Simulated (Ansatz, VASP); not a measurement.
**One calculation of Sb, two programs**

Contents of INCAR:

```
ALGO = Normal ; EDIFF = 1E-8
ENCUT = 520 ; GGA = PE
ISIF = 2 ; ISMEAR = -1
LASPH = T ; LCHARG = F
LEFG = T ; LREAL = F
LWAVE = F ; NBANDS = 8
NELM = 60 ; PREC = Accurate
SIGMA = 0.05
```

The input KPOINTS:

```
k-points
0
Gamma
  19 19 19
```

File POSCAR:

```
Sb
1.0
   -1.5050000000      1.5050000000      2.5048000000
    1.5050000000     -1.5050000000      2.5048000000
    1.5050000000      1.5050000000     -2.5048000000
Sb
1
Direct
    0.0000000000      0.0000000000      0.0000000000
```

Input for Ansatz:

```yaml
crystal:
  lattice:
    - [-1.505, 1.505, 2.5048]
    - [1.505, -1.505, 2.5048]
    - [1.505, 1.505, -2.5048]
  atoms:
    - { symbol: Sb, position: [0.0, 0.0, 0.0] }
kpoints:
  mp_grid: { grid: [19, 19, 19] }
scf:
  occupations: { method: fermi_dirac, width: 0.05 }
hamiltonian:
  xc: pbe
  pseudopotentials: { kind: all_electron, datasets: crystal }
output:
  forces: true
  stress: true
  eigenvalues: true
  efg: { contact_densities: true }
```

Change from the starting cell: zz strain of +1 %, crystal datasets.

Alike in both runs: task electric field gradients; functional PBE; k mesh 19 × 19 × 19; occupations fermi-dirac, width 0.05 eV; no spin polarisation.

```csv
,VASP,Ansatz
version,VASP 6.6.1,Ansatz 0.2.0
potentials or method,"VASP PAW PBE potentials, release 64 (Sb), cutoff 520 eV","all-electron PAW with datasets made for the crystal, scalar-relativistic"
```

Ansatz gave:

| Item | Value |
| --- | --- |
| pressure (GPa) | 18.0 |
| traceless stress, the component that is largest in VASP (GPa) | -1.57 |
| size of Vzz on the site where it differs most (V/Å²) | 41.6 |

Task: Estimate VASP's values.

Result: Pressure (GPa): 18.0; traceless stress, the component that is largest in VASP (GPa): -1.66; size of Vzz on the site where it differs most (V/Å²): 41.1.

Ansatz ran all-electron here, and VASP with PAW potentials.

Neither program's run includes spin-orbit coupling.
